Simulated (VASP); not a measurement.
# GaSb (I-4m2) in VASP: a series of runs

Runs on GaSb. Level: PBE. Tasks: single point.

Program: VASP 6.6.1. These are calculated values, not measurements. Logs are shortened: lines on timing, memory, paths and dates and some standing lists are left out, and cuts for length are marked.

## (1) The cell of the first run

It takes space group I-4m2 (No. 119, tetragonal). The conventional cell has a = 4.335 Å, b = 4.335 Å, c = 6.642 Å, α = 90.00°, β = 90.00°, γ = 90.00°. Ga (site symmetry -4m2) has 4 Sb at 2.73 Å within 3.6 Å. Within 3.6 Å of Sb (site symmetry -4m2) lie 4 Ga at 2.73 Å.

## (2) Single point, PBE (31.20 Å³/atom)

INCAR reads:

```
  PREC = Accurate
  ENCUT = 520
  EDIFF = 1E-6
  ISMEAR = 0
  SIGMA = 0.15
  LREAL = False
  LASPH = True
  NELM = 80
  ALGO = Normal
  ISIF = 2
  LWAVE = False
  LCHARG = False
  GGA = PE
  NBANDS = 16
```

KPOINTS reads:

```
regular mesh
0
Gamma
  14 14 14
```

POSCAR reads:

```
GaSb
1.0
    0.0000000000      3.3209438169      3.0650150594
    3.0650150594      0.0000000000      3.0650150594
    3.0650150594      3.3209438169      0.0000000000
Ga Sb
1 1
Direct
    0.0000000000      0.0000000000      0.0000000000
    0.7500000000      0.7500000000      0.7500000000
```

Potentials or basis: VASP PAW PBE potentials, release 64 (Ga_d, Sb).

Started as:

```bash
> cat potpaw_PBE.64/Ga_d/POTCAR potpaw_PBE.64/Sb/POTCAR > POTCAR
> mpirun -np 1 vasp_std > vasp.out
```

OUTCAR:

```text
PREC = Accurate
   ENCUT = 520
   EDIFF = 1E-6
   ISMEAR = 0
   LREAL = False
   LASPH = True
   NELM = 80
   ISIF = 2
   GGA = PE

 ion  position               nearest neighbor table
   1  0.000  0.000  0.000-   2 2.73   2 2.73   2 2.73   2 2.73
   2  0.750  0.750  0.750-   1 2.73   1 2.73   1 2.73   1 2.73

  LATTYP: Found a body centered tetragonal cell.
 ALAT       =     4.3345858659
 C/A-ratio  =     1.5323003948

  Lattice vectors:

 A1 = (   0.0000000000,  -3.3209438169,   3.0650150594)
 A2 = (   0.0000000000,  -3.3209438169,  -3.0650150594)
 A3 = (   3.0650150594,   3.3209438169,   0.0000000000)

Analysis of symmetry for initial positions (statically):
=====================================================================
 Subroutine PRICEL returns:
 Original cell was already a primitive cell.

 Routine SETGRP: Setting up the symmetry group for a
 body centered tetragonal supercell.

 Subroutine GETGRP returns: Found  8 space group operations
 (whereof  8 operations were pure point group operations)
 out of a pool of 16 trial point group operations.

The static configuration has the point symmetry D_2d.

Analysis of symmetry for dynamics (positions and initial velocities):
=====================================================================
 Subroutine PRICEL returns:
 Original cell was already a primitive cell.

 Routine SETGRP: Setting up the symmetry group for a
 body centered tetragonal supercell.

 Subroutine GETGRP returns: Found  8 space group operations
 (whereof  8 operations were pure point group operations)
 out of a pool of 16 trial point group operations.

The dynamic configuration has the point symmetry D_2d.

 Subroutine INISYM returns: Found  8 space group operations
 (whereof  8 operations are pure point group operations),
 and found     1 'primitive' translations

----------------------------------------------------------------------------------------

                                     Primitive cell

  volume of cell :      62.3960

  direct lattice vectors                    reciprocal lattice vectors
     0.000000000  3.320943817  3.065015059    -0.163131336  0.150559608  0.163131336
     3.065015059  0.000000000  3.065015059     0.163131336 -0.150559608  0.163131336
     3.065015059  3.320943817  0.000000000     0.163131336  0.150559608 -0.163131336

  length of vectors
     4.519179699  4.334585866  4.519179699     0.275484774  0.275484774  0.275484774

  position of ions in fractional coordinates (direct lattice)
     0.000000000  0.000000000  0.000000000
     0.750000000  0.750000000  0.750000000

  ion indices of the primitive-cell ions
   primitive index   ion index
                 1           1
                 2           2

----------------------------------------------------------------------------------------

 KPOINTS: regular mesh

Automatic generation of k-mesh.
 Grid dimensions read from file:
 generate k-points for:   14   14   14

 Generating k-lattice:

  Cartesian coordinates                     Fractional coordinates (reciprocal lattice)
    -0.011652238  0.010754258  0.011652238     0.071428571  0.000000000  0.000000000
     0.011652238 -0.010754258  0.011652238     0.000000000  0.071428571  0.000000000
     0.011652238  0.010754258 -0.011652238     0.000000000  0.000000000  0.071428571

  Length of vectors
     0.019677484  0.019677484  0.019677484

  Shift w.r.t. Gamma in fractional coordinates (k-lattice)
     0.000000000  0.000000000  0.000000000

 Subroutine IBZKPT returns following result:
 ===========================================

 Found    244 irreducible k-points:

 Following reciprocal coordinates:
            Coordinates               Weight
  0.000000  0.000000  0.000000      1.000000
  0.071429  0.000000  0.000000      8.000000
  0.142857  0.000000  0.000000      8.000000
  0.214286  0.000000 -0.000000      8.000000
  0.285714  0.000000  0.000000      8.000000
  0.357143  0.000000  0.000000      8.000000
[... 16 lines left out ...]
  0.214286  0.142857 -0.000000     16.000000
  0.285714  0.142857  0.000000     16.000000
 [... further k-points ...]
   k-points           NKPTS =    244   k-points in BZ     NKDIM =    244   number of bands    NBANDS=     16
   number of dos      NEDOS =    301   number of ions     NIONS =      2
   total plane-waves  NPLWV =  41472
   dimension x,y,z NGX =    36 NGY =   32 NGZ =   36
   dimension x,y,z NGXF=    72 NGYF=   64 NGZF=   72
   ions per type =               1   1
   NGX,Y,Z   is equivalent  to a cutoff of  13.24, 12.27, 13.24 a.u.
   NGXF,Y,Z  is equivalent  to a cutoff of  26.49, 24.55, 26.49 a.u.
 SYSTEM =  unknown system
   PREC   = accura    normal or accurate (medium, high low for compatibility)
   ISTART =      0    job   : 0-new  1-cont  2-samecut
   ICHARG =      2    charge: 1-file 2-atom 10-const
   ISPIN  =      1    spin polarized calculation?
   LNONCOLLINEAR =      F non collinear calculations
   LSORBIT =      F    spin-orbit coupling
   LASPH  =      T    aspherical Exc in radial PAW
   ENCUT  =  520.0 eV  38.22 Ry    6.18 a.u.   8.40  8.06  8.40*2*pi/ulx,y,z
   NELM   =     80;   NELMIN=  2; NELMDL= -5     # of ELM steps
   EDIFF  = 0.1E-05   stopping-criterion for ELM
   LREAL  =      F    real-space projection
   EDIFFG = 0.1E-04   stopping-criterion for IOM
   NSW    =      0    number of steps for IOM
   IBRION =     -1    ionic relax: 0-MD 1-quasi-New 2-CG
   NFREE  =      0    steps in history (QN), initial steepest desc. (CG)
   ISIF   =      2    stress and relaxation
   ISYM   =      2    0-nonsym 1-usesym 2-fastsym
   POTIM  = 0.5000    time-step for ionic-motion
   TEBEG  =    0.0;   TEEND  =   0.0 temperature during run
   PSTRESS=    0.0 pullay stress
   NELECT =      18.0000    total number of electrons
   NUPDOWN=      -1.0000    fix difference up-down
   EMIN   =  10.00;   EMAX   =-10.00  energy-range for DOS
   EFERMI =   0.00;   METHOD = LEGACY
   ISMEAR =     0;   SIGMA  =   0.15  broadening in eV -4-tet -1-fermi 0-gaus
   EFERMI_NEDOS =   21; number of points for ismear=-14 and -15
   IALGO  =     38    algorithm
   IMIX   =      4    mixing-type and parameters
     AMIX     =   0.40;   BMIX     =  1.00
     AMIX_MAG =   1.60;   BMIX_MAG =  1.00
  volume/ion in A,a.u.               =      31.20       210.53
  Fermi-wavevector in a.u.,A,eV,Ry     =   1.081716  2.044148 15.920318  1.170110
  Thomas-Fermi vector in A             =   2.217740
   LORBIT       =      0    0 simple, 1 ext, 2 COOP (PROOUT), +10 PAW based schemes
   GGA     = PE    functional components
   LHFCALC =     F    Hartree Fock is set to
   AEXX    =    0.0000 exact exchange contribution
   IVDW    =     0    specifies the selected vdW correction
   LEPSILON=     F    determine dielectric tensor
   LRPA    =     F    only Hartree local field effects (RPA)
 non-spin polarized calculation
 Gauss-broadening in eV      SIGMA  =   0.15
  energy-cutoff  :      520.00
  volume of cell :       62.40
 maximum number of plane-waves:      1706
 NGX is ok and might be reduce to    36
   NGX = 17   NGY = 17   NGZ = 17

 number of electron      18.0000003 magnetization

 Free energy of the ion-electron system (eV)
  ---------------------------------------------------
  ext. energy  EPLUGINS =         0.00000000
  ---------------------------------------------------
  free energy    TOTEN  =        -7.32547156 eV

  energy without entropy =       -7.32453228  energy(sigma->0) =       -7.32500192

 E-fermi :   4.1768     XC(G=0):  -8.7263

 val. band max:        4.1335443596   @ k =  -0.0714   0.0000   0.0714
 cond. band min:       4.1873039617   @ k =   0.0000   0.0000   0.0000
 fundamental gap:      0.0537596021
 Fermi energy:         4.1767816314

 k-point     1 :       0.0000    0.0000    0.0000
  band No.  band energies     occupation
      1     -10.8638      2.00000
      2     -10.8521      2.00000
      3     -10.8521      2.00000
      4     -10.8247      2.00000
      5     -10.8136      2.00000
      6      -6.8706      2.00000
[... 8 lines left out ...]
     15      11.7408      0.00000
     16      12.5402      0.00000

 k-point     2 :       0.0714    0.0000    0.0000
  band No.  band energies     occupation
      1     -10.8637      2.00000
      2     -10.8527      2.00000
      3     -10.8517      2.00000
      4     -10.8248      2.00000
      5     -10.8136      2.00000
      6      -6.8234      2.00000
[... 8 lines left out ...]
     15      11.4615      0.00000
     16      12.6353      0.00000

 k-point     3 :       0.1429    0.0000    0.0000
  band No.  band energies     occupation
      1     -10.8638      2.00000
      2     -10.8540      2.00000
      3     -10.8505      2.00000
      4     -10.8251      2.00000
      5     -10.8134      2.00000
      6      -6.6841      2.00000
[... 8 lines left out ...]
     15      11.2283      0.00000
     16      12.0917      0.00000

 k-point     4 :       0.2143    0.0000   -0.0000
  band No.  band energies     occupation
      1     -10.8653      2.00000
      2     -10.8545      2.00000
      3     -10.8490      2.00000
      4     -10.8253      2.00000
      5     -10.8131      2.00000
      6      -6.4605      2.00000
[... 8 lines left out ...]
     15      11.4991      0.00000
     16      11.7824      0.00000
[... 324 lines left out ...]
 k-point    22 :       0.1429    0.1429    0.0000
  band No.  band energies     occupation
      1     -10.8597      2.00000
      2     -10.8591      2.00000
      3     -10.8496      2.00000
      4     -10.8258      2.00000
      5     -10.8131      2.00000
      6      -6.6102      2.00000
[... 8 lines left out ...]
     15      11.1528      0.00000
     16      12.2094      0.00000

 k-point    23 :       0.2143    0.1429   -0.0000
  band No.  band energies     occupation
      1     -10.8631      2.00000
      2     -10.8572      2.00000
      3     -10.8483      2.00000
      4     -10.8265      2.00000
      5     -10.8128      2.00000
      6      -6.4385      2.00000
[... 8 lines left out ...]
     15      11.7541      0.00000
     16      12.2720      0.00000

 k-point    24 :       0.2857    0.1429    0.0000
  band No.  band energies     occupation
      1     -10.8674      2.00000
      2     -10.8547      2.00000
      3     -10.8469      2.00000
      4     -10.8270      2.00000
      5     -10.8124      2.00000
      6      -6.1895      2.00000
[... 8 lines left out ...]
     15      12.1570      0.00000
     16      12.6157      0.00000

 [... further k-points ...]

------------------------ aborting loop because EDIFF is reached ----------------------------------------

  FORCE on cell =-STRESS in cart. coord.  units (eV):
  Direction    XX          YY          ZZ          XY          YZ          ZX
  --------------------------------------------------------------------------------------
  -------------------------------------------------------------------------------------
  Total       -0.1316029     -1.5428172     -0.1316029      0.0000000     -0.0000000      0.0000000
  in kB       -3.3792417    -39.6157889     -3.3792417      0.0000000     -0.0000000      0.0000000
  external PRESSURE =     -15.4580908 kB  Pullay stress =       0.0000000 kB

 VOLUME and BASIS-vectors are now :
 -----------------------------------------------------------------------------
  energy-cutoff  :      520.00
  volume of cell :       62.40
      direct lattice vectors                 reciprocal lattice vectors
     0.000000000  3.320943817  3.065015059    -0.163131336  0.150559608  0.163131336
     3.065015059  0.000000000  3.065015059     0.163131336 -0.150559608  0.163131336
     3.065015059  3.320943817  0.000000000     0.163131336  0.150559608 -0.163131336

 POSITION                                       TOTAL-FORCE (eV/Angst)
 -----------------------------------------------------------------------------------
      0.00000      0.00000      0.00000         0.000000      0.000000      0.000000
      4.59752      4.98142      4.59752        -0.000000     -0.000000     -0.000000
 -----------------------------------------------------------------------------------
    total drift:                               -0.000004     -0.000002     -0.000004

  FREE ENERGIE OF THE ION-ELECTRON SYSTEM (eV)
  ---------------------------------------------------
  free  energy   TOTEN  =        -7.3254715579 eV

  energy  without entropy=       -7.3245322824  energy(sigma->0) =       -7.32500192
```

It took 2 min on 1 thread of AMD EPYC 9R45 (Zen 5), shared host; peak memory 0.36 GiB.

What came out:

```
Free energy            : -7.3255 eV
Pressure               : -1.5 GPa
Band gap on the k mesh : zero (filled and empty bands touch)
```

Levels at points of the mesh, in eV from the Fermi level:
```csv
k point,band 5,band 6,band 7,band 8,band 9,band 10,band 11,band 12,band 13,band 14
"(0.00, 0.00, 0.00)",-14.99,-11.05,-0.75,-0.47,0.01,0.01,2.60,2.60,2.84,5.59
"(0.50, 0.00, 0.00)",-14.99,-9.63,-6.11,-1.45,-0.87,0.02,3.50,3.79,6.40,8.46
"(0.50, 0.50, 0.00)",-14.99,-8.85,-6.46,-2.59,-2.53,0.65,1.12,7.72,7.77,9.00
"(0.50, 0.00, 0.50)",-15.00,-9.10,-6.79,-2.12,-2.12,1.22,1.57,7.89,7.89,8.96
```

Caveat: semilocal functionals underestimate gaps, and a narrow one can read as zero; spin-orbit coupling is left out, which moves the levels of the heavy elements.

## (3) Single point, PBE (32.40 Å³/atom)

This run uses another cell than the first one, of 32.40 Å³/atom.

INCAR reads:

```
ALGO = Normal
EDIFF = 1E-7
ENCUT = 520
GGA = PE
ISIF = 2
ISMEAR = 0
LASPH = True
LCHARG = False
LREAL = False
LWAVE = False
NBANDS = 16
NELM = 80
PREC = Accurate
SIGMA = 0.15
```

KPOINTS reads:

```
k-points
0
Gamma
  14 14 14
```

POSCAR reads:

```
GaSb
1.0
    0.0000000000      3.3629882051      3.1038192940
    3.1038192940      0.0000000000      3.1038192940
    3.1038192940      3.3629882051      0.0000000000
Ga Sb
1 1
Direct
    0.0000000000      0.0000000000      0.0000000000
    0.7500000000      0.7500000000      0.7500000000
```

Potentials or basis: VASP PAW PBE potentials, release 64 (Ga_d, Sb).

Started as:

```bash
> cat potpaw_PBE.64/Ga_d/POTCAR potpaw_PBE.64/Sb/POTCAR > POTCAR
> mpirun -np 1 vasp_std > vasp.out
```

It took 2.9 min on 1 thread of AMD EPYC 9R45 (Zen 5), shared host; peak memory 0.38 GiB.

The run converged. Its results:

| Property | Result |
| --- | --- |
| Free energy | -7.2926 eV |
| Pressure | -2.8 GPa |
| Band gap on the k mesh | zero (bands 9 and 10 overlap by 0.04 eV) |

Stress tensor (GPa, compression positive):
```
-1.65  0.00  0.00
 0.00 -5.12  0.00
 0.00  0.00 -1.65
```

Levels at points of the mesh, in eV from the Fermi level:
```
           k point  band 7  band 8  band 9  band 10  band 11  band 12
(0.00, 0.00, 0.00)   -0.96   -0.43    0.03     0.03     2.63     2.63
(0.50, 0.00, 0.00)   -5.93   -1.36   -0.80    -0.01     3.52     3.79
(0.50, 0.50, 0.00)   -6.29   -2.44   -2.38     0.71     1.21     7.53
(0.50, 0.00, 0.50)   -6.60   -1.99   -1.99     1.26     1.64     7.67
```

Caveat: semilocal functionals underestimate gaps, and a narrow one can read as zero; spin-orbit coupling is left out, which moves the levels of the heavy elements.

The gap in the log of VASP goes by the Fermi energy; the results here count the filled bands.